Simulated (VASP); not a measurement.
# Mg in VASP: single point with PBEsol

Aim: the single point of Mg with PBEsol.

All numbers are computed with VASP 6.6.1; they aren't measurements. Logs are shortened: lines on timing, memory, paths and dates and some standing lists are left out, and cuts for length are marked.

## (1) The cell of the first run

The cell holds a slab with vacuum, 4 atoms: a = 3.184 Å, b = 3.184 Å, c = 24.708 Å, α = 90.00°, β = 90.00°, γ = 120.00°.

## (2) Single point, PBEsol

The input, INCAR:

```
SYSTEM = Mg
PREC     = Accurate       ! precision mode
ENCUT    = 520            ! plane-wave cutoff, eV
EDIFF    = 1E-6           ! SCF threshold, eV
ISMEAR   = 0              ! smearing method
SIGMA    = 0.1            ! smearing width, eV
LREAL    = .False.        ! projectors in reciprocal space
LASPH    = .True.         ! aspherical terms in the spheres
NELM     = 80             ! most SCF steps
ALGO     = Normal         ! electronic algorithm
ISIF     = 2              ! what is computed and relaxed
LWAVE    = .False.        ! write WAVECAR
LCHARG   = .False.        ! write CHGCAR
LDIPOL   = .True.       
IDIPOL   = 3            
DIPOL    = 0.5 0.5 0.500
GGA      = PS             ! functional
NBANDS   = 12             ! bands
```

The input, KPOINTS:

```
regular mesh
0
Gamma
  9 9 1
  0 0 0
```

The input, POSCAR:

```
Mg
1.0
    3.1837023370      0.0000000000      0.0000000000
   -1.5918511685      2.7571671019      0.0000000000
    0.0000000000      0.0000000000     24.7081898776
Mg
4
Direct
    0.6666666667      0.3333333333      0.3440154881
    0.3333333333      0.6666666667      0.4481712267
    0.6666666667      0.3333333333      0.5502364982
    0.3333333333      0.6666666667      0.6556280917
```

Potentials or basis: VASP PAW PBE potentials, release 64 (Mg).

Launch:

```sh
$ cat potpaw_PBE.64/Mg/POTCAR > POTCAR
$ mpirun -np 1 vasp_std > vasp.out
```

OUTCAR:

```text
SYSTEM = Mg
   PREC = Accurate
   ENCUT = 520
   EDIFF = 1E-6
   ISMEAR = 0
   LREAL = .False.
   LASPH = .True.
   NELM = 80
   ISIF = 2
   GGA = PS

 ion  position               nearest neighbor table
   1  0.667  0.333  0.344-   2 3.16   2 3.16   2 3.16
   2  0.333  0.667  0.448-   3 3.12   3 3.12   3 3.12   1 3.16   1 3.16   1 3.16
   3  0.667  0.333  0.550-   2 3.12   2 3.12   2 3.12   4 3.19   4 3.19   4 3.19
   4  0.333  0.667  0.656-   3 3.19   3 3.19   3 3.19

  LATTYP: Found a hexagonal cell.
 ALAT       =     3.1837023370
 C/A-ratio  =     7.7608354244

  Lattice vectors:

 A1 = (   3.1837023370,   0.0000000000,   0.0000000000)
 A2 = (  -1.5918511685,   2.7571671019,   0.0000000000)
 A3 = (   0.0000000000,   0.0000000000,  24.7081898776)

Analysis of symmetry for initial positions (statically):
=====================================================================
 Subroutine PRICEL returns:
 Original cell was already a primitive cell.

 Routine SETGRP: Setting up the symmetry group for a
 hexagonal supercell.

 Subroutine GETGRP returns: Found  6 space group operations
 (whereof  6 operations were pure point group operations)
 out of a pool of 24 trial point group operations.

The static configuration has the point symmetry C_3v.

Analysis of symmetry for dynamics (positions and initial velocities):
=====================================================================
 Subroutine PRICEL returns:
 Original cell was already a primitive cell.

 Routine SETGRP: Setting up the symmetry group for a
 hexagonal supercell.

 Subroutine GETGRP returns: Found  6 space group operations
 (whereof  6 operations were pure point group operations)
 out of a pool of 24 trial point group operations.

The dynamic configuration has the point symmetry C_3v.

 Subroutine INISYM returns: Found  6 space group operations
 (whereof  6 operations are pure point group operations),
 and found     1 'primitive' translations

----------------------------------------------------------------------------------------

                                     Primitive cell

  volume of cell :     216.8885

  direct lattice vectors                    reciprocal lattice vectors
     3.183702337  0.000000000  0.000000000     0.314099716  0.181345556  0.000000000
    -1.591851169  2.757167102  0.000000000     0.000000000  0.362691111  0.000000000
[... 95 lines left out ...]
     AMIX     =   0.40;   BMIX     =  1.00
     AMIX_MAG =   1.60;   BMIX_MAG =  1.00
  volume/ion in A,a.u.               =      54.22       365.91
  Fermi-wavevector in a.u.,A,eV,Ry     =   0.544953  1.029813  4.040579  0.296974
  Thomas-Fermi vector in A             =   1.574105
   LORBIT       =      0    0 simple, 1 ext, 2 COOP (PROOUT), +10 PAW based schemes
   GGA     = PS    functional components
   LHFCALC =     F    Hartree Fock is set to
   AEXX    =    0.0000 exact exchange contribution
   IVDW    =     0    specifies the selected vdW correction
   LEPSILON=     F    determine dielectric tensor
   LRPA    =     F    only Hartree local field effects (RPA)
 non-spin polarized calculation
 Gauss-broadening in eV      SIGMA  =   0.10
  energy-cutoff  :      520.00
  volume of cell :      216.89
 maximum number of plane-waves:      5870
 NGX is ok and might be reduce to    24
   NGX = 11   NGY = 11   NGZ = 91

 dipolmoment           0.000000      0.000000      0.000386 electrons x Angstroem

 number of electron       8.0000000 magnetization

 dipolmoment           0.000000      0.000000     -0.000181 electrons x Angstroem

 Free energy of the ion-electron system (eV)
  ---------------------------------------------------
  ext. energy  EPLUGINS =         0.00000000
  ---------------------------------------------------
  free energy    TOTEN  =        -6.16122820 eV

  energy without entropy =       -6.14818389  energy(sigma->0) =       -6.15470604

 E-fermi :  -1.0899     XC(G=0):  -4.2949

 val. band max:       -1.1577044350   @ k =   0.2222  -0.0000   0.0000
 cond. band min:      -1.0546942451   @ k =   0.2222   0.2222   0.0000
 fundamental gap:      0.1030101899
 Fermi energy:        -1.0899360344

 k-point     1 :       0.0000    0.0000    0.0000
  band No.  band energies     occupation
      1      -7.7480      2.00000
      2      -6.9310      2.00000
      3      -5.6254      2.00000
      4      -3.8127      2.00000
      5      -2.0691      2.00000
      6       0.1864      0.00000
      7       1.7966      0.00000
      8       2.7373      0.00000
      9       2.8584      0.00000
     10       4.3283      0.00000
     11       4.4324      0.00000
     12       6.6626      0.00000
[... 151 lines left out ...]
 k-point    12 :       0.3333    0.3333    0.0000
  band No.  band energies     occupation
      1      -1.4360      2.00000
      2      -1.3962      1.99999
      3      -1.3877      1.99997
      4      -0.7008      0.00000
      5      -0.6995      0.00000
      6      -0.6859      0.00000
      7       0.4785      0.00000
      8       1.1717      0.00000
      9       1.1733      0.00000
     10       2.1347      0.00000
     11       2.9321      0.00000
     12       2.9380      0.00000

------------------------ aborting loop because EDIFF is reached ----------------------------------------

 vacuum level on the upper side and lower side of the slab       (xc-potential included)        -0.424        -0.309

  FORCE on cell =-STRESS in cart. coord.  units (eV):
  Direction    XX          YY          ZZ          XY          YZ          ZX
  --------------------------------------------------------------------------------------
  -------------------------------------------------------------------------------------
  Total       -0.9850902     -0.9850902      0.1363081      0.0000000      0.0000000     -0.0000000
  in kB       -7.2769618     -7.2769618      1.0069216      0.0000000      0.0000000     -0.0000000
  external PRESSURE =      -4.5156673 kB  Pullay stress =       0.0000000 kB

 VOLUME and BASIS-vectors are now :
 -----------------------------------------------------------------------------
  energy-cutoff  :      520.00
  volume of cell :      216.89
      direct lattice vectors                 reciprocal lattice vectors
     3.183702337  0.000000000  0.000000000     0.314099716  0.181345556  0.000000000
    -1.591851169  2.757167102  0.000000000     0.000000000  0.362691111  0.000000000
     0.000000000  0.000000000 24.708189878     0.000000000  0.000000000  0.040472410

 POSITION                                       TOTAL-FORCE (eV/Angst)
 -----------------------------------------------------------------------------------
      1.59185      0.91906      8.50000         0.000000     -0.000000     -0.045418
     -0.00000      1.83811     11.07350         0.000000     -0.000000      0.045647
      1.59185      0.91906     13.59535        -0.000000      0.000000     -0.008747
     -0.00000      1.83811     16.19938        -0.000000     -0.000000      0.008518
 -----------------------------------------------------------------------------------
    total drift:                                0.000000     -0.000000      0.000005

  FREE ENERGIE OF THE ION-ELECTRON SYSTEM (eV)
  ---------------------------------------------------
  free  energy   TOTEN  =        -6.1612282009 eV

  energy  without entropy=       -6.1481838855  energy(sigma->0) =       -6.15470604

 vacuum level on the upper side and lower side of the slab         2.444         2.513
```

OSZICAR:

```text
N       E                     dE             d eps       ncg     rms          rms(c)
DAV:   1     0.102919207343E+02    0.10292E+02   -0.24144E+03   288   0.445E+02
DAV:   2    -0.584001437919E+01   -0.16132E+02   -0.15334E+02   388   0.573E+01
DAV:   3    -0.637288345247E+01   -0.53287E+00   -0.52790E+00   380   0.100E+01
[... 11 lines left out ...]
DAV:  15    -0.616121368579E+01   -0.85943E-05   -0.28360E-06   344   0.567E-03    0.167E-03
DAV:  16    -0.616122461908E+01   -0.10933E-04   -0.17066E-06   300   0.372E-03    0.498E-04
DAV:  17    -0.616122614142E+01   -0.15223E-05   -0.15265E-07   264   0.122E-03    0.319E-04
DAV:  18    -0.616122784122E+01   -0.16998E-05   -0.25213E-07   292   0.117E-03    0.149E-04
DAV:  19    -0.616122820093E+01   -0.35971E-06   -0.40004E-08   252   0.587E-04
   1 F= -.61612282E+01 E0= -.61547060E+01  d E =-.130443E-01
```

stdout:

```text
POSCAR found type information on POSCAR Mg
 POSCAR found :  1 types and       4 ions
 scaLAPACK will be used
 -----------------------------------------------------------------------------
|                                                                             |
|                                                                             |
|     You enforced a specific xc type in the INCAR file but a different       |
|     I HOPE YOU KNOW WHAT YOU ARE DOING!                                     |
|                                                                             |
 -----------------------------------------------------------------------------

 LDA part: xc-table for (Slater+PW92), standard interpolation
 POSCAR, INCAR and KPOINTS ok, starting setup
 FFT: planning ... GRIDC
 FFT: planning ... GRID_SOFT
 FFT: planning ... GRID
 WAVECAR not read
 entering main loop
```

Wall time 48 s (1 thread of Intel Xeon Platinum 8375C at 2.90GHz (Ice Lake), shared host); peak memory 0.31 GiB.

What came out:

| Quantity | Value |
| --- | --- |
| Free energy | -6.1612 eV |
| Largest force | 0.046 eV/Å |
| Band gap on the k mesh | zero (band 4 reaches -0.70 eV, above the bottom of band 5 at -2.07 eV) |

Forces in eV/Å, atoms in the order of the input:
```
Mg   0.000  0.000 -0.045
Mg   0.000  0.000  0.046
Mg   0.000  0.000 -0.009
Mg   0.000  0.000  0.009
```

Caveat: the PAW data sets were made with another functional, which shifts forces and pressure a little.
